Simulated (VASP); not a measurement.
Set up this calculation in VASP 6.6.1, as the native input.

```
Task                   : single point
Functional             : PBE
Potentials or basis    : VASP PAW PBE potentials, release 64 (Zr_sv, C)
Cutoff                 : 600 eV
k mesh                 : 6 × 6 × 6
Occupations            : gaussian, width 0.05 eV
Spin                   : no spin polarisation
Dipole correction      : no
Further INCAR settings : ALGO = Normal; EDIFF = 1e-06; NBANDS = 15
```

The structure of ZrC lies in POSCAR:

```
ZrC
1.0
    0.0000000000      2.5600975788      2.5600975788
    2.5600975788      0.0000000000      2.5600975788
    2.5600975788      2.5600975788      0.0000000000
Zr C
1 1
Direct
    0.0000000000      0.0000000000      0.0000000000
    0.2500000000      0.2500000000      0.2500000000
```

These files were run (other wordings do the same):

INCAR

```
PREC = Accurate ; ENCUT = 600
EDIFF = 1E-6 ; ISMEAR = 0
SIGMA = 0.05 ; LREAL = False
LASPH = True ; NELM = 120
ALGO = Normal ; ISIF = 2
LWAVE = False ; LCHARG = True
GGA = PE ; LELF = True
LVHAR = True ; NBANDS = 15
GGA_COMPAT = False
```

KPOINTS

```
Automatic mesh
0
Gamma
  6 6 6
```

Potentials or basis: VASP PAW PBE potentials, release 64 (Zr_sv, C).

The run is started by

```bash
$ cat potpaw_PBE.64/Zr_sv/POTCAR potpaw_PBE.64/C/POTCAR > POTCAR
$ mpirun -np 1 vasp_std > vasp.out
```

Results of the run:

```
Pressure               : -2.7 GPa
Band gap on the k mesh : 0.54 eV, indirect (least direct gap 0.57 eV)
```

Run time: 10 s on 1 thread of AMD EPYC 7R13 Processor (Zen 3), with other jobs on the host, peak memory 0.14 GiB.
